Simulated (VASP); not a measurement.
The system is KF.

```
K F
1.0
     0.00000    2.53745    2.53745
     2.53745    0.00000    2.53745
     2.53745    2.53745    0.00000
K F
1 1
Direct
  0.00000 0.00000 0.00000
  0.50000 0.50000 0.50000
```

This cell differs from its parent crystal: strain -4.6%.

Base run:

```yaml
Program: VASP 6.6.1
Functional: r2SCAN
Potentials_or_basis: VASP PAW PBE potentials, release 64 (K_sv, F)
Cutoff: 520 eV
k_mesh: 8 × 8 × 8
Occupations: gaussian, width 0.01 eV
Spin: no spin polarisation
```

Its results: band gap on the k mesh 7.74 eV, direct; pressure 7.1 GPa.

Q: The run is repeated on the same cell with these changes: functional from r2SCAN to PBE; occupations from gaussian, width 0.01 eV to fermi-dirac, width 0.02 eV. What comes out?

A: Band gap on the k mesh 7.06 eV, direct; pressure 9.5 GPa.

Caveats: the PAW data sets were made with another functional, which shifts forces and pressure a little (some runs).

A k mesh can miss the band edges.
